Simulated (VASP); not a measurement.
Wanted: the native input for a VASP 6.6.1 run.

```yaml
Task: relaxation of cell and atoms
Functional: LDA
Potentials_or_basis: VASP PAW LDA potentials, release 64 (Na_pv)
Cutoff: 600 eV
k_mesh: 14 × 14 × 8
Occupations: methfessel-paxton, width 0.05 eV
Spin: no spin polarisation
Dipole_correction: no
Further_INCAR_settings: ALGO = Normal; EDIFF = 1e-06; IBRION = 2; EDIFFG = -0.02; NSW = 80; ISIF = 3
```

The structure of Na lies in POSCAR:

```
Na
1.0
    3.5989707777      0.0000000000      0.0000000000
   -1.7994853889      3.1168001210      0.0000000000
    0.0000000000      0.0000000000      5.9595619399
Na
2
Direct
    0.3333333333      0.6666666667      0.2500000000
    0.6666666667      0.3333333333      0.7500000000
```

This isn't the form of Na at room conditions, which is bcc.

The input as run:

INCAR

```
PREC     = Accurate       # precision mode
ENCUT    = 600            # plane-wave cutoff, eV
EDIFF    = 1E-6           # SCF threshold, eV
ISMEAR   = 1              # smearing method
SIGMA    = 0.05           # smearing width, eV
LREAL    = False          # projectors in reciprocal space
LASPH    = True           # aspherical terms in the spheres
NELM     = 100            # most SCF steps
ALGO     = Normal         # electronic algorithm
ISIF     = 3              # what is computed and relaxed
LWAVE    = False          # write WAVECAR
LCHARG   = False          # write CHGCAR
IBRION   = 2              # ionic algorithm
NSW      = 80             # ionic steps
EDIFFG   = -0.02          # ionic threshold
```

KPOINTS

```
Automatic mesh
0
Gamma
  14 14 8
```

Potentials or basis: VASP PAW LDA potentials, release 64 (Na_pv).

Run with:

```bash
$ cat potpaw_LDA.64/Na_pv/POTCAR > POTCAR
$ mpirun -np 1 vasp_std > vasp.out
```

Results of the run:

The relaxed volume is 33.34 Å³/atom. The relaxed cell is a = 3.616 Å, b = 3.616 Å, c = 5.890 Å, α = 90.00°, β = 90.00°, γ = 120.00°, the space group after relaxing (to 0.1 Å) is P6_3/mmc (No. 194) and the energy gained by relaxing is 0.3 meV/atom. The ionic steps are 5, the pressure after relaxing is 0.0 GPa and the band gap on the k mesh is zero (bands 7 and 8 overlap by 4.36 eV).

Run time: 72 s on 1 thread of Intel(R) Xeon(R) 6975P-C (Granite Rapids), on a shared host, peak memory 0.21 GiB.
